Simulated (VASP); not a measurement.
# As (R-3m) in VASP: a series of runs, part 2 of 2

VASP 6.6.1. The steps go on from the part before.

## Step 4: Single point, PBEsol (strain +0.030 along x and y, +0.015 along z)

File INCAR:

```
PREC = Accurate
ENCUT = 520
EDIFF = 1E-7
ISMEAR = 0
SIGMA = 0.15
LREAL = F
LASPH = T
NELM = 80
ALGO = Normal
ISIF = 2
LWAVE = F
LCHARG = F
GGA = PS
NBANDS = 12
```

File KPOINTS:

```
regular mesh
0
Gamma
  18 18 18
```

File POSCAR:

```
As
1.0
    1.9361419412      1.1178320710      3.5380565500
   -1.9361419412      1.1178320710      3.5380565500
    0.0000000000     -2.2356641419      3.5380565500
As
2
Direct
    0.2275400000      0.2275400000      0.2275400000
    0.7724600000      0.7724600000      0.7724600000
```

Potentials or basis: VASP PAW PBE potentials, release 64 (As).

Launch:

```console
$ cat potpaw_PBE.64/As/POTCAR > POTCAR
$ mpirun -np 1 vasp_std > vasp.out
```

OUTCAR:

```text
PREC = Accurate
   ENCUT = 520
   EDIFF = 1E-7
   ISMEAR = 0
   LREAL = F
   LASPH = T
   NELM = 80
   ISIF = 2
   GGA = PS

 ion  position               nearest neighbor table
   1  0.228  0.228  0.228-   2 2.58   2 2.58   2 2.58
   2  0.772  0.772  0.772-   1 2.58   1 2.58   1 2.58

  LATTYP: Found a trigonal (rhomboedric) cell.
 ALAT       =     4.1852166379
 COS(alpha) =     0.5719756316

  Lattice vectors:

 A1 = (   1.9361419412,   1.1178320710,   3.5380565500)
 A2 = (  -1.9361419412,   1.1178320710,   3.5380565500)
 A3 = (   0.0000000000,  -2.2356641419,   3.5380565500)

Analysis of symmetry for initial positions (statically):
=====================================================================
 Subroutine PRICEL returns:
 Original cell was already a primitive cell.

 Routine SETGRP: Setting up the symmetry group for a
 trigonal (rhombohedral) supercell.

 Subroutine GETGRP returns: Found 12 space group operations
 (whereof 12 operations were pure point group operations)
 out of a pool of 12 trial point group operations.

The static configuration has the point symmetry D_3d.

Analysis of symmetry for dynamics (positions and initial velocities):
=====================================================================
 Subroutine PRICEL returns:
 Original cell was already a primitive cell.

 Routine SETGRP: Setting up the symmetry group for a
 trigonal (rhombohedral) supercell.

 Subroutine GETGRP returns: Found 12 space group operations
 (whereof 12 operations were pure point group operations)
 out of a pool of 12 trial point group operations.

The dynamic configuration has the point symmetry D_3d.

 Subroutine INISYM returns: Found 12 space group operations
 (whereof 12 operations are pure point group operations),
 and found     1 'primitive' translations

----------------------------------------------------------------------------------------

                                     Primitive cell

  volume of cell :      45.9441

  direct lattice vectors                    reciprocal lattice vectors
     1.936141941  1.117832071  3.538056550     0.258245529  0.149098126  0.094213682
    -1.936141941  1.117832071  3.538056550    -0.258245529  0.149098126  0.094213682
     0.000000000 -2.235664142  3.538056550     0.000000000 -0.298196251  0.094213682

  length of vectors
     4.185216638  4.185216638  4.185216638     0.312725474  0.312725474  0.312725474

  position of ions in fractional coordinates (direct lattice)
     0.227540000  0.227540000  0.227540000
     0.772460000  0.772460000  0.772460000

  ion indices of the primitive-cell ions
   primitive index   ion index
                 1           1
                 2           2

----------------------------------------------------------------------------------------

 KPOINTS: regular mesh

Automatic generation of k-mesh.
 Grid dimensions read from file:
 generate k-points for:   18   18   18

[... 22 lines left out ...]
  0.111111 -0.000000  0.000000      6.000000
  0.166667  0.000000  0.000000      6.000000
  0.222222  0.000000 -0.000000      6.000000
  0.277778  0.000000  0.000000      6.000000
[... 16 lines left out ...]
 -0.277778  0.055556 -0.000000     12.000000
 -0.222222  0.055556 -0.000000     12.000000
 [... further k-points ...]
   k-points           NKPTS =    580   k-points in BZ     NKDIM =    580   number of bands    NBANDS=     12
   number of dos      NEDOS =    301   number of ions     NIONS =      2
   total plane-waves  NPLWV =  32768
   dimension x,y,z NGX =    32 NGY =   32 NGZ =   32
   dimension x,y,z NGXF=    64 NGYF=   64 NGZF=   64
   ions per type =               2
   NGX,Y,Z   is equivalent  to a cutoff of  12.71, 12.71, 12.71 a.u.
   NGXF,Y,Z  is equivalent  to a cutoff of  25.42, 25.42, 25.42 a.u.
 SYSTEM =  unknown system
   PREC   = accura    normal or accurate (medium, high low for compatibility)
   ISTART =      0    job   : 0-new  1-cont  2-samecut
   ICHARG =      2    charge: 1-file 2-atom 10-const
   ISPIN  =      1    spin polarized calculation?
   LNONCOLLINEAR =      F non collinear calculations
   LSORBIT =      F    spin-orbit coupling
   LASPH  =      T    aspherical Exc in radial PAW
   ENCUT  =  520.0 eV  38.22 Ry    6.18 a.u.   7.78  7.78  7.78*2*pi/ulx,y,z
   NELM   =     80;   NELMIN=  2; NELMDL= -5     # of ELM steps
   EDIFF  = 0.1E-06   stopping-criterion for ELM
   LREAL  =      F    real-space projection
   EDIFFG = 0.1E-05   stopping-criterion for IOM
   NSW    =      0    number of steps for IOM
   IBRION =     -1    ionic relax: 0-MD 1-quasi-New 2-CG
   NFREE  =      0    steps in history (QN), initial steepest desc. (CG)
   ISIF   =      2    stress and relaxation
   ISYM   =      2    0-nonsym 1-usesym 2-fastsym
   POTIM  = 0.5000    time-step for ionic-motion
   TEBEG  =    0.0;   TEEND  =   0.0 temperature during run
   PSTRESS=    0.0 pullay stress
   NELECT =      10.0000    total number of electrons
   NUPDOWN=      -1.0000    fix difference up-down
   EMIN   =  10.00;   EMAX   =-10.00  energy-range for DOS
   EFERMI =   0.00;   METHOD = LEGACY
   ISMEAR =     0;   SIGMA  =   0.15  broadening in eV -4-tet -1-fermi 0-gaus
   EFERMI_NEDOS =   21; number of points for ismear=-14 and -15
   IALGO  =     38    algorithm
   IMIX   =      4    mixing-type and parameters
     AMIX     =   0.40;   BMIX     =  1.00
     AMIX_MAG =   1.60;   BMIX_MAG =  1.00
  volume/ion in A,a.u.               =      22.97       155.02
  Fermi-wavevector in a.u.,A,eV,Ry     =   0.984763  1.860932 13.194352  0.969757
  Thomas-Fermi vector in A             =   2.116020
   LORBIT       =      0    0 simple, 1 ext, 2 COOP (PROOUT), +10 PAW based schemes
   GGA     = PS    functional components
   LHFCALC =     F    Hartree Fock is set to
   AEXX    =    0.0000 exact exchange contribution
   IVDW    =     0    specifies the selected vdW correction
   LEPSILON=     F    determine dielectric tensor
   LRPA    =     F    only Hartree local field effects (RPA)
 non-spin polarized calculation
 Gauss-broadening in eV      SIGMA  =   0.15
  energy-cutoff  :      520.00
  volume of cell :       45.94
 maximum number of plane-waves:      1252
   NGX = 15   NGY = 15   NGZ = 15

 number of electron      10.0000001 magnetization

 Free energy of the ion-electron system (eV)
  ---------------------------------------------------
  ext. energy  EPLUGINS =         0.00000000
  ---------------------------------------------------
  free energy    TOTEN  =       -10.15717096 eV

  energy without entropy =      -10.15452376  energy(sigma->0) =      -10.15584736

 E-fermi :   4.6184     XC(G=0):  -9.8436

 val. band max:        4.6036918661   @ k =   0.4444   0.3333   0.2778
 cond. band min:       4.6333277591   @ k =   0.3889   0.1667   0.1667
 fundamental gap:      0.0296358930
 Fermi energy:         4.6184157469

 k-point     1 :       0.0000    0.0000    0.0000
  band No.  band energies     occupation
      1      -9.8107      2.00000
      2      -1.4694      2.00000
      3       2.4270      2.00000
      4       2.7176      2.00000
      5       2.7176      2.00000
      6       6.3455      0.00000
      7       7.4505      0.00000
      8       7.4505      0.00000
      9      11.3202      0.00000
     10      11.3202      0.00000
     11      11.6867      0.00000
     12      13.1261      0.00000
[... 331 lines left out ...]
 k-point    24 :      -0.2222    0.0556   -0.0000
  band No.  band energies     occupation
      1      -9.0508      2.00000
      2      -3.4231      2.00000
      3       1.9784      2.00000
      4       2.4867      2.00000
      5       3.1339      2.00000
      6       5.7279      0.00000
      7       6.2250      0.00000
      8       7.1125      0.00000
      9      10.3621      0.00000
     10      11.3002      0.00000
     11      12.5309      0.00000
     12      15.3963      0.00000

 [... further k-points ...]

------------------------ aborting loop because EDIFF is reached ----------------------------------------

  FORCE on cell =-STRESS in cart. coord.  units (eV):
  Direction    XX          YY          ZZ          XY          YZ          ZX
  --------------------------------------------------------------------------------------
  -------------------------------------------------------------------------------------
  Total       -1.5014957     -1.5014957     -1.1058600      0.0000000     -0.0000000      0.0000000
  in kB      -52.3606340    -52.3606340    -38.5639018      0.0000000     -0.0000000      0.0000000
  external PRESSURE =     -47.7617233 kB  Pullay stress =       0.0000000 kB

 VOLUME and BASIS-vectors are now :
 -----------------------------------------------------------------------------
  energy-cutoff  :      520.00
  volume of cell :       45.94
      direct lattice vectors                 reciprocal lattice vectors
     1.936141941  1.117832071  3.538056550     0.258245529  0.149098126  0.094213682
    -1.936141941  1.117832071  3.538056550    -0.258245529  0.149098126  0.094213682
     0.000000000 -2.235664142  3.538056550     0.000000000 -0.298196251  0.094213682

 POSITION                                       TOTAL-FORCE (eV/Angst)
 -----------------------------------------------------------------------------------
      0.00000      0.00000      2.41515         0.000000     -0.000000     -0.190592
      0.00000      0.00000      8.19902         0.000000      0.000000      0.190592
 -----------------------------------------------------------------------------------
    total drift:                               -0.000000      0.000000     -0.000000

  FREE ENERGIE OF THE ION-ELECTRON SYSTEM (eV)
  ---------------------------------------------------
  free  energy   TOTEN  =       -10.1571709623 eV

  energy  without entropy=      -10.1545237602  energy(sigma->0) =      -10.15584736
```

OSZICAR:

```text
N       E                     dE             d eps       ncg     rms          rms(c)
DAV:   1     0.278414392226E+02    0.27841E+02   -0.41439E+03 13920   0.689E+02
DAV:   2    -0.853224712220E+01   -0.36374E+02   -0.34749E+02 18632   0.108E+02
DAV:   3    -0.101736547319E+02   -0.16414E+01   -0.16316E+01 17560   0.238E+01
DAV:   4    -0.101826803879E+02   -0.90257E-02   -0.90247E-02 15704   0.197E+00
DAV:   5    -0.101827048475E+02   -0.24460E-04   -0.24460E-04 17572   0.113E-01    0.299E+00
DAV:   6    -0.101666093745E+02    0.16095E-01   -0.41991E-03 15812   0.370E-01    0.177E+00
DAV:   7    -0.101571339433E+02    0.94754E-02   -0.97066E-03 16016   0.572E-01    0.715E-02
DAV:   8    -0.101571566416E+02   -0.22698E-04   -0.34170E-04 16716   0.109E-01    0.230E-02
DAV:   9    -0.101571715091E+02   -0.14868E-04   -0.24836E-05 16928   0.311E-02    0.103E-02
DAV:  10    -0.101571710325E+02    0.47663E-06   -0.27294E-06 16340   0.883E-03    0.195E-03
DAV:  11    -0.101571709623E+02    0.70222E-07   -0.22100E-07 16524   0.300E-03
   1 F= -.10157171E+02 E0= -.10155847E+02  d E =-.264720E-02
```

It took 90 s on 1 thread of Intel Xeon 6975P-C (Granite Rapids), shared host; peak memory 0.39 GiB.

What came out:

```yaml
Free_energy: -10.1572 eV
Pressure: -4.8 GPa
Largest_force: 0.191 eV/Å
Band_gap_on_the_k_mesh: zero (bands 5 and 6 overlap by 0.42 eV)
```

Forces in eV/Å, atoms in the order of the input:
```
As   0.000  0.000 -0.191
As   0.000  0.000  0.191
```

Caveat: the cell differs from its parent crystal (strain +0.030 along x and y, +0.015 along z); the cell stands under tension; the PAW data sets were made with another functional, which shifts forces and pressure a little.

## Step 5: Single point, PBEsol (strain +0.030 along x and y, +0.030 along z)

File INCAR:

```
  ALGO = Normal
  EDIFF = 1E-6
  ENCUT = 520
  GGA = PS
  ISIF = 2
  ISMEAR = 0
  LASPH = T
  LCHARG = T
  LELF = T
  LREAL = F
  LVHAR = T
  LWAVE = F
  NBANDS = 12
  NELM = 60
  PREC = Accurate
  SIGMA = 0.15
```

File KPOINTS:

```
k-points
0
Gamma
  18 18 18
```

File POSCAR:

```
As
1.0
    1.9361419412      1.1178320710      3.5903431000
   -1.9361419412      1.1178320710      3.5903431000
    0.0000000000     -2.2356641419      3.5903431000
As
2
Direct
    0.2275400000      0.2275400000      0.2275400000
    0.7724600000      0.7724600000      0.7724600000
```

Launch:

```console
$ cat potpaw_PBE.64/As/POTCAR > POTCAR
$ mpirun -np 1 vasp_std > vasp.out
```

Wall time 81 s (1 thread of Intel Xeon 6975P-C (Granite Rapids), shared host); peak memory 0.39 GiB.

Results (log left out):

* Free energy: -10.1389 eV
* Pressure: -5.4 GPa
* Largest force: 0.322 eV/Å
* Band gap on the k mesh: zero (bands 5 and 6 overlap by 0.46 eV)

Forces on the atoms (eV/Å):
```
As   0.000  0.000 -0.322
As   0.000  0.000  0.322
```

Stress tensor (GPa, compression positive):
```
-5.71  0.00  0.00
 0.00 -5.71  0.00
 0.00  0.00 -4.76
```

Levels at points of the mesh, in eV from the Fermi level:
| k point | band 1 | band 2 | band 3 | band 4 | band 5 | band 6 | band 7 | band 8 | band 9 | band 10 |
| --- | --- | --- | --- | --- | --- | --- | --- | --- | --- | --- |
| (0.00, 0.00, 0.00) | -14.35 | -6.22 | -2.28 | -1.84 | -1.84 | 1.70 | 2.77 | 2.77 | 6.75 | 6.75 |
| (0.50, 0.00, 0.00) | -11.86 | -10.75 | -2.53 | -2.52 | -0.44 | -0.37 | 0.36 | 1.27 | 8.74 | 9.00 |
| (0.50, 0.50, 0.00) | -11.86 | -9.50 | -5.63 | -3.88 | -3.77 | 1.68 | 4.98 | 6.33 | 6.60 | 10.36 |
| (0.50, 0.50, 0.50) | -13.13 | -9.75 | -1.56 | -1.56 | -0.82 | 0.73 | 0.73 | 1.49 | 7.83 | 10.23 |

Caveat: the cell differs from its parent crystal (strain +0.030 along x and y, +0.030 along z); the cell stands under tension; the PAW data sets were made with another functional, which shifts forces and pressure a little.

## Step 6: Summary

```tsv
cell	gap on the mesh (eV)	pressure (GPa)	largest force (eV/Å)
a = 4.141 Å, angles 55.7°, 2 atoms	none	-4.1	0.06
a = 4.212 Å, angles 53.9°, 2 atoms	none	-3.5	0.21
a = 4.185 Å, angles 55.1°, 2 atoms	none	-4.8	0.19
a = 4.230 Å, angles 54.5°, 2 atoms	none	-5.4	0.32
```

Alike in all rows: task single point; level PBEsol; potentials or basis VASP PAW PBE potentials, release 64 (As); no spin polarisation; k mesh 18 × 18 × 18; cutoff (eV) 520; smearing gaussian 0.15 eV.

Caveats: the cell stands under tension; the PAW data sets were made with another functional, which shifts forces and pressure a little.

Total energies depend on the potentials used, so only differences within one code and one set of settings carry meaning.
